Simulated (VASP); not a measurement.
# ZrC (P6_3/mmc) in VASP: notebook

Runs on ZrC. Level: PBE. Tasks: single point.

Everything below comes from runs of VASP 6.6.1. Logs are shortened: lines on timing, memory, paths and dates and some standing lists are left out, and cuts for length are marked.

## 1. The cell of the first run

Symmetry: P6_3/mmc, No. 194, hexagonal system. Conventional cell: a = 3.391 Å, b = 3.391 Å, c = 5.290 Å, α = 90.00°, β = 90.00°, γ = 120.00°. Zr (site symmetry -6m2) has 6 C at 2.36 Å within 3.1 Å. Within 3.1 Å of C (site symmetry -3m) lie 6 Zr at 2.36 Å and 2 C at 2.65 Å.

## 2. Single point, PBE

Contents of INCAR:

```
SYSTEM = ZrC
PREC = Accurate ; ENCUT = 520
EDIFF = 1E-6 ; ISMEAR = 0
SIGMA = 0.1 ; LREAL = .FALSE.
LASPH = .TRUE. ; NELM = 80
ALGO = Normal ; ISIF = 2
LWAVE = .FALSE. ; LCHARG = .FALSE.
GGA = PE ; NBANDS = 24
```

Contents of KPOINTS:

```
regular mesh
0
G
  6 6 4
  0 0 0
```

Contents of POSCAR:

```
ZrC
1.0
    3.3914762400      0.0000000000      0.0000000000
   -1.6957381200      2.9371045800      0.0000000000
    0.0000000000      0.0000000000      5.2900528900
Zr C
2 2
Direct
    0.3333333300      0.6666666700      0.2500000000
    0.6666666700      0.3333333300      0.7500000000
    0.0000000000      0.0000000000      0.0000000000
    0.0000000000      0.0000000000      0.5000000000
```

Potentials or basis: VASP PAW PBE potentials, release 64 (Zr_sv, C).

On the command line:

```sh
cat potpaw_PBE.64/Zr_sv/POTCAR potpaw_PBE.64/C/POTCAR > POTCAR
mpirun -np 1 vasp_std > vasp.out
```

OUTCAR:

```text
SYSTEM = ZrC
   PREC = Accurate
   ENCUT = 520
   EDIFF = 1E-6
   ISMEAR = 0
   LREAL = .FALSE.
   LASPH = .TRUE.
   NELM = 80
   ISIF = 2
   GGA = PE

 ion  position               nearest neighbor table
   1  0.333  0.667  0.250-   3 2.36   4 2.36   3 2.36   4 2.36   3 2.36   4 2.36   2 3.29   2 3.29
                             2 3.29   2 3.29   2 3.29   2 3.29
   2  0.667  0.333  0.750-   3 2.36   4 2.36   3 2.36   4 2.36   3 2.36   4 2.36   1 3.29   1 3.29
                             1 3.29   1 3.29   1 3.29   1 3.29
   3  0.000  0.000  0.000-   1 2.36   2 2.36   1 2.36   2 2.36   2 2.36   1 2.36
   4  0.000  0.000  0.500-   1 2.36   2 2.36   1 2.36   2 2.36   2 2.36   1 2.36

  LATTYP: Found a hexagonal cell.
 ALAT       =     3.3914762400
 C/A-ratio  =     1.5598083300

  Lattice vectors:

 A1 = (   3.3914762400,   0.0000000000,   0.0000000000)
 A2 = (  -1.6957381200,   2.9371045800,   0.0000000000)
 A3 = (   0.0000000000,   0.0000000000,   5.2900528900)

Analysis of symmetry for initial positions (statically):
=====================================================================
 Subroutine PRICEL returns:
 Original cell was already a primitive cell.

 Routine SETGRP: Setting up the symmetry group for a
 hexagonal supercell.

 Subroutine GETGRP returns: Found 24 space group operations
 (whereof 12 operations were pure point group operations)
 out of a pool of 24 trial point group operations.

The static configuration has the point symmetry D_3d.
 The point group associated with its full space group is D_6h.

Analysis of symmetry for dynamics (positions and initial velocities):
=====================================================================
 Subroutine PRICEL returns:
 Original cell was already a primitive cell.

 Routine SETGRP: Setting up the symmetry group for a
 hexagonal supercell.

 Subroutine GETGRP returns: Found 24 space group operations
 (whereof 12 operations were pure point group operations)
 out of a pool of 24 trial point group operations.

The dynamic configuration has the point symmetry D_3d.
 The point group associated with its full space group is D_6h.

 Subroutine INISYM returns: Found 24 space group operations
 (whereof 12 operations are pure point group operations),
 and found     1 'primitive' translations

----------------------------------------------------------------------------------------

                                     Primitive cell

  volume of cell :      52.6949

  direct lattice vectors                    reciprocal lattice vectors
     3.391476240  0.000000000  0.000000000     0.294856850  0.170235682  0.000000000
    -1.695738120  2.937104580  0.000000000     0.000000000  0.340471363  0.000000000
     0.000000000  0.000000000  5.290052890     0.000000000  0.000000000  0.189034027

  length of vectors
     3.391476240  3.391476240  5.290052890     0.340471363  0.340471363  0.189034027

  position of ions in fractional coordinates (direct lattice)
     0.333333330  0.666666670  0.250000000
     0.666666670  0.333333330  0.750000000
     0.000000000  0.000000000  0.000000000
     0.000000000  0.000000000  0.500000000

  ion indices of the primitive-cell ions
   primitive index   ion index
                 1           1
                 2           2
                 3           3
                 4           4

----------------------------------------------------------------------------------------

 KPOINTS: regular mesh

Automatic generation of k-mesh.
 Grid dimensions read from file:
 generate k-points for:    6    6    4

 Generating k-lattice:

  Cartesian coordinates                     Fractional coordinates (reciprocal lattice)
     0.049142808  0.028372614  0.000000000     0.166666667 -0.000000000  0.000000000
     0.000000000  0.056745227  0.000000000     0.000000000  0.166666667  0.000000000
     0.000000000  0.000000000  0.047258507     0.000000000  0.000000000  0.250000000

  Length of vectors
     0.056745227  0.056745227  0.047258507

  Shift w.r.t. Gamma in fractional coordinates (k-lattice)
     0.000000000  0.000000000  0.000000000

 Subroutine IBZKPT returns following result:
 ===========================================

 Found     21 irreducible k-points:

 Following reciprocal coordinates:
            Coordinates               Weight
  0.000000  0.000000  0.000000      1.000000
  0.166667 -0.000000  0.000000      6.000000
  0.333333  0.000000  0.000000      6.000000
  0.500000 -0.000000  0.000000      3.000000
  0.166667  0.166667  0.000000      6.000000
  0.333333  0.166667  0.000000     12.000000
[... 13 lines left out ...]
  0.333333  0.166667  0.500000     12.000000
  0.333333  0.333333  0.500000      2.000000
   k-points           NKPTS =     21   k-points in BZ     NKDIM =     21   number of bands    NBANDS=     24
   number of dos      NEDOS =    301   number of ions     NIONS =      4
   total plane-waves  NPLWV =  31360
   dimension x,y,z NGX =    28 NGY =   28 NGZ =   40
   dimension x,y,z NGXF=    56 NGYF=   56 NGZF=   80
   ions per type =               2   2
   NGX,Y,Z   is equivalent  to a cutoff of  13.73, 13.73, 12.57 a.u.
   NGXF,Y,Z  is equivalent  to a cutoff of  27.45, 27.45, 25.14 a.u.
 SYSTEM =  ZrC
   PREC   = accura    normal or accurate (medium, high low for compatibility)
   ISTART =      0    job   : 0-new  1-cont  2-samecut
   ICHARG =      2    charge: 1-file 2-atom 10-const
   ISPIN  =      1    spin polarized calculation?
   LNONCOLLINEAR =      F non collinear calculations
   LSORBIT =      F    spin-orbit coupling
   LASPH  =      T    aspherical Exc in radial PAW
   ENCUT  =  520.0 eV  38.22 Ry    6.18 a.u.   6.31  6.31  9.84*2*pi/ulx,y,z
   NELM   =     80;   NELMIN=  2; NELMDL= -5     # of ELM steps
   EDIFF  = 0.1E-05   stopping-criterion for ELM
   LREAL  =      F    real-space projection
   EDIFFG = 0.1E-04   stopping-criterion for IOM
   NSW    =      0    number of steps for IOM
   IBRION =     -1    ionic relax: 0-MD 1-quasi-New 2-CG
   NFREE  =      0    steps in history (QN), initial steepest desc. (CG)
   ISIF   =      2    stress and relaxation
   ISYM   =      2    0-nonsym 1-usesym 2-fastsym
   POTIM  = 0.5000    time-step for ionic-motion
   TEBEG  =    0.0;   TEEND  =   0.0 temperature during run
   PSTRESS=    0.0 pullay stress
   NELECT =      32.0000    total number of electrons
   NUPDOWN=      -1.0000    fix difference up-down
   EMIN   =  10.00;   EMAX   =-10.00  energy-range for DOS
   EFERMI =   0.00;   METHOD = LEGACY
   ISMEAR =     0;   SIGMA  =   0.10  broadening in eV -4-tet -1-fermi 0-gaus
   EFERMI_NEDOS =   21; number of points for ismear=-14 and -15
   IALGO  =     38    algorithm
   IMIX   =      4    mixing-type and parameters
     AMIX     =   0.40;   BMIX     =  1.00
     AMIX_MAG =   1.60;   BMIX_MAG =  1.00
  volume/ion in A,a.u.               =      13.17        88.90
  Fermi-wavevector in a.u.,A,eV,Ry     =   1.386337  2.619797 26.149442  1.921930
  Thomas-Fermi vector in A             =   2.510662
   LORBIT       =      0    0 simple, 1 ext, 2 COOP (PROOUT), +10 PAW based schemes
   GGA     = PE    functional components
   LHFCALC =     F    Hartree Fock is set to
   AEXX    =    0.0000 exact exchange contribution
   IVDW    =     0    specifies the selected vdW correction
   LEPSILON=     F    determine dielectric tensor
   LRPA    =     F    only Hartree local field effects (RPA)
 non-spin polarized calculation
 Gauss-broadening in eV      SIGMA  =   0.10
  energy-cutoff  :      520.00
  volume of cell :       52.69
 maximum number of plane-waves:      1444
 NGX is ok and might be reduce to    28
   NGX = 13   NGY = 13   NGZ = 19

 number of electron      32.0000001 magnetization

 Free energy of the ion-electron system (eV)
  ---------------------------------------------------
  ext. energy  EPLUGINS =         0.00000000
  ---------------------------------------------------
  free energy    TOTEN  =       -38.24936962 eV

  energy without entropy =      -38.24409935  energy(sigma->0) =      -38.24673449

 E-fermi :   9.4711     XC(G=0): -12.0618

 val. band max:        9.4233189607   @ k =   0.1667   0.1667   0.2500
 cond. band min:       9.5816628568   @ k =   0.1667  -0.0000   0.0000
 fundamental gap:      0.1583438961
 Fermi energy:         9.4711238088

 k-point     1 :       0.0000    0.0000    0.0000
  band No.  band energies     occupation
      1     -38.6229      2.00000
      2     -38.5102      2.00000
      3     -17.1615      2.00000
      4     -16.4768      2.00000
      5     -16.4768      2.00000
      6     -16.3793      2.00000
[... 16 lines left out ...]
     23      14.1066      0.00000
     24      17.1228      0.00000

 k-point     2 :       0.1667   -0.0000    0.0000
  band No.  band energies     occupation
      1     -38.6030      2.00000
      2     -38.5036      2.00000
      3     -17.0853      2.00000
      4     -16.6278      2.00000
      5     -16.5310      2.00000
      6     -16.5134      2.00000
[... 16 lines left out ...]
     23      15.2617      0.00000
     24      16.0003      0.00000

 k-point     3 :       0.3333    0.0000    0.0000
  band No.  band energies     occupation
      1     -38.5591      2.00000
      2     -38.4941      2.00000
      3     -16.9305      2.00000
      4     -16.9005      2.00000
      5     -16.7570      2.00000
      6     -16.6231      2.00000
[... 16 lines left out ...]
     23      15.2874      0.00000
     24      15.8150      0.00000

 k-point     4 :       0.5000   -0.0000    0.0000
  band No.  band energies     occupation
      1     -38.5317      2.00000
      2     -38.4947      2.00000
      3     -17.0778      2.00000
      4     -16.8721      2.00000
      5     -16.7635      2.00000
      6     -16.6654      2.00000
[... 16 lines left out ...]
     23      14.5590      0.00000
     24      15.2222      0.00000

 k-point     5 :       0.1667    0.1667    0.0000
  band No.  band energies     occupation
      1     -38.5709      2.00000
      2     -38.4957      2.00000
      3     -16.9534      2.00000
      4     -16.7990      2.00000
      5     -16.7572      2.00000
      6     -16.5505      2.00000
[... 16 lines left out ...]
     23      15.4233      0.00000
     24      15.5497      0.00000

 k-point     6 :       0.3333    0.1667    0.0000
  band No.  band energies     occupation
      1     -38.5319      2.00000
      2     -38.4945      2.00000
      3     -17.0152      2.00000
      4     -16.8315      2.00000
      5     -16.7678      2.00000
      6     -16.6916      2.00000
[... 16 lines left out ...]
     23      15.5448      0.00000
     24      15.8486      0.00000
[... 298 lines left out ...]
 k-point    18 :       0.5000   -0.0000    0.5000
  band No.  band energies     occupation
      1     -38.5132      2.00000
      2     -38.5132      2.00000
      3     -17.0982      2.00000
      4     -17.0982      2.00000
      5     -16.5501      2.00000
      6     -16.5501      2.00000
[... 16 lines left out ...]
     23      16.6276      0.00000
     24      16.6276      0.00000

 k-point    19 :       0.1667    0.1667    0.5000
  band No.  band energies     occupation
      1     -38.5334      2.00000
      2     -38.5334      2.00000
      3     -16.9073      2.00000
      4     -16.9073      2.00000
      5     -16.5739      2.00000
      6     -16.5739      2.00000
[... 16 lines left out ...]
     23      16.2720      0.00000
     24      16.2721      0.00000

 k-point    20 :       0.3333    0.1667    0.5000
  band No.  band energies     occupation
      1     -38.5132      2.00000
      2     -38.5132      2.00000
      3     -17.0288      2.00000
      4     -17.0288      2.00000
      5     -16.6772      2.00000
      6     -16.6772      2.00000
[... 16 lines left out ...]
     23      16.3122      0.00000
     24      16.3122      0.00000

 k-point    21 :       0.3333    0.3333    0.5000
  band No.  band energies     occupation
      1     -38.5064      2.00000
      2     -38.5064      2.00000
      3     -16.9530      2.00000
      4     -16.9530      2.00000
      5     -16.8490      2.00000
      6     -16.8490      2.00000
[... 16 lines left out ...]
     23      16.3583      0.00000
     24      16.3583      0.00000

------------------------ aborting loop because EDIFF is reached ----------------------------------------

  FORCE on cell =-STRESS in cart. coord.  units (eV):
  Direction    XX          YY          ZZ          XY          YZ          ZX
  --------------------------------------------------------------------------------------
  -------------------------------------------------------------------------------------
  Total       -1.0735814     -1.0735814      0.1868677      0.0000000     -0.0000000      0.0000000
  in kB      -32.6420449    -32.6420449      5.6816771      0.0000000     -0.0000000      0.0000000
  external PRESSURE =     -19.8674709 kB  Pullay stress =       0.0000000 kB

 VOLUME and BASIS-vectors are now :
 -----------------------------------------------------------------------------
  energy-cutoff  :      520.00
  volume of cell :       52.69
      direct lattice vectors                 reciprocal lattice vectors
     3.391476240  0.000000000  0.000000000     0.294856850  0.170235682  0.000000000
    -1.695738120  2.937104580  0.000000000     0.000000000  0.340471363  0.000000000
     0.000000000  0.000000000  5.290052890     0.000000000  0.000000000  0.189034027

 POSITION                                       TOTAL-FORCE (eV/Angst)
 -----------------------------------------------------------------------------------
     -0.00000      1.95807      1.32251         0.000000      0.000000      0.000000
      1.69574      0.97903      3.96754        -0.000000     -0.000000      0.000000
      0.00000      0.00000      0.00000         0.000000      0.000000      0.000000
      0.00000      0.00000      2.64503         0.000000      0.000000      0.000000
 -----------------------------------------------------------------------------------
    total drift:                               -0.000012      0.000007     -0.000000

  FREE ENERGIE OF THE ION-ELECTRON SYSTEM (eV)
  ---------------------------------------------------
  free  energy   TOTEN  =       -38.2493696228 eV

  energy  without entropy=      -38.2440993506  energy(sigma->0) =      -38.24673449
```

Run time: 16 s. Hardware: 1 thread of AMD EPYC 9R45 (Zen 5), shared host; peak memory 0.15 GiB.

What came out:

- Free energy: -38.2494 eV
- Pressure: -2.0 GPa
- Band gap on the k mesh: zero (band 16 reaches 10.71 eV, above the bottom of band 17 at 9.42 eV)

Stress tensor (GPa, compression positive):
```
-3.26  0.00  0.00
 0.00 -3.26  0.00
 0.00  0.00  0.57
```

## 3. Single point, PBE, collinear spin, ferromagnetic start

Contents of INCAR:

```
PREC = Accurate ; ENCUT = 520
EDIFF = 1E-6 ; ISMEAR = 0
SIGMA = 0.1 ; LREAL = F
LASPH = T ; NELM = 150
ALGO = Normal ; ISIF = 2
LWAVE = F ; LCHARG = F
ISPIN = 2 ; MAGMOM = 1 1 0 0
LORBIT = 11 ; LMAXMIX = 4
GGA = PE ; NBANDS = 28
```

Contents of KPOINTS:

```
Automatic mesh
0
Gamma
  6 6 4
```

POSCAR is that of step 2.

Potentials or basis: VASP PAW PBE potentials, release 64 (Zr_sv, C).

On the command line:

```sh
cat potpaw_PBE.64/Zr_sv/POTCAR potpaw_PBE.64/C/POTCAR > POTCAR
mpirun -np 1 vasp_std > vasp.out
```

Run time: 34 s. Hardware: 1 thread of AMD EPYC 9R45 (Zen 5), shared host; peak memory 0.19 GiB.

The run converged. Its results:

```
Free energy                                           : -38.2494 eV
Pressure                                              : -2.0 GPa
Band gap on the k mesh                                : zero (filled and empty bands overlap)
Net moment                                            : 0.00 μB per cell
Valence electrons inside the program's atomic spheres : Zr 9.85; C 2.33
```

Stress tensor (GPa, compression positive):
```
-3.28  0.00  0.00
 0.00 -3.28  0.00
 0.00  0.00  0.55
```

Levels at points of the mesh, in eV from the Fermi level:
Spin up:
```
           k point  band 14  band 15  band 16  band 17  band 18  band 19
(0.00, 0.00, 0.00)    -0.81    -0.81     1.24     1.53     1.53     1.92
(0.50, 0.00, 0.00)    -2.56    -1.20    -0.51     1.79     4.35     4.51
(0.00, 0.00, 0.50)    -2.14    -2.14    -2.14     3.66     3.66     3.66
(0.50, 0.00, 0.50)    -2.43    -1.83    -1.83     1.74     1.74     4.28
```
Spin down:
```tsv
k point	band 12	band 13	band 14	band 15	band 16	band 17	band 18	band 19	band 20	band 21
(0.00, 0.00, 0.00)	-2.52	-2.52	-0.81	-0.81	1.24	1.53	1.53	1.92	1.92	2.63
(0.50, 0.00, 0.00)	-3.16	-2.91	-2.56	-1.20	-0.51	1.79	4.35	4.51	4.51	4.96
(0.00, 0.00, 0.50)	-2.40	-2.14	-2.14	-2.14	-2.14	3.66	3.66	3.66	3.66	4.21
(0.50, 0.00, 0.50)	-3.28	-2.43	-2.43	-1.83	-1.83	1.74	1.74	4.28	4.28	4.97
```

## 4. Single point, PBE

This run uses another cell than the first one, of 13.03 Å³/atom, 0.989 times its volume.

Contents of INCAR:

```
ALGO = Normal
EDIFF = 1E-7
ENCUT = 520
GGA = PE
ISIF = 2
ISMEAR = 0
LASPH = True
LCHARG = True
LELF = True
LREAL = False
LVHAR = True
LWAVE = False
NBANDS = 24
NELM = 80
PREC = Accurate
SIGMA = 0.1
```

Contents of KPOINTS:

```
k-points
0
Gamma
  18 18 10
```

Contents of POSCAR:

```
ZrC
1.0
    3.3717998711      0.0000000000      0.0000000000
   -1.6858999356      2.9200643449      0.0000000000
    0.0000000000      0.0000000000      5.2956067421
Zr C
2 2
Direct
    0.3333333333      0.6666666667      0.2500000000
    0.6666666667      0.3333333333      0.7500000000
    0.0000000000      0.0000000000      0.0000000000
    0.0000000000      0.0000000000      0.5000000000
```

On the command line:

```sh
cat potpaw_PBE.64/Zr_sv/POTCAR potpaw_PBE.64/C/POTCAR > POTCAR
mpirun -np 1 vasp_std > vasp.out
```

Wall time 2.6 min (1 thread of AMD EPYC 9R45 (Zen 5), shared host); peak memory 0.32 GiB.

Results (log left out):

- Free energy: -38.2538 eV
- Pressure: 0.2 GPa
- Band gap on the k mesh: zero (band 16 reaches 10.84 eV, above the bottom of band 17 at 9.77 eV)

Levels at points of the mesh, in eV from the Fermi level:
| k point | band 13 | band 14 | band 15 | band 16 | band 17 | band 18 | band 19 | band 20 |
| --- | --- | --- | --- | --- | --- | --- | --- | --- |
| (0.00, 0.00, 0.00) | -2.89 | -1.20 | -1.20 | 0.84 | 1.17 | 1.17 | 1.60 | 1.60 |
| (0.50, 0.00, 0.00) | -3.31 | -2.99 | -1.58 | -0.85 | 1.35 | 4.09 | 4.14 | 4.20 |
| (0.00, 0.00, 0.50) | -2.51 | -2.51 | -2.51 | -2.51 | 3.32 | 3.32 | 3.32 | 3.32 |
| (0.50, 0.00, 0.50) | -2.86 | -2.86 | -2.21 | -2.21 | 1.37 | 1.37 | 4.01 | 4.01 |

## 5. Summary

```csv
spin,cell,k mesh,gap on the mesh (eV),pressure (GPa)
off,"a = 3.391, b = 3.391, c = 5.290 Å, angles 90.0, 90.0, 120.0°, 4 atoms",6 × 6 × 4,none,-2.0
"collinear, ferromagnetic start","a = 3.391, b = 3.391, c = 5.290 Å, angles 90.0, 90.0, 120.0°, 4 atoms",6 × 6 × 4,none,-2.0
off,"a = 3.372, b = 3.372, c = 5.296 Å, angles 90.0, 90.0, 120.0°, 4 atoms",18 × 18 × 10,none,0.2
```

Alike in all rows: task single point; level PBE; potentials or basis VASP PAW PBE potentials, release 64 (Zr_sv, C); cutoff (eV) 520; smearing gaussian 0.1 eV.

Absolute energies hang on the potentials; compare differences alone.
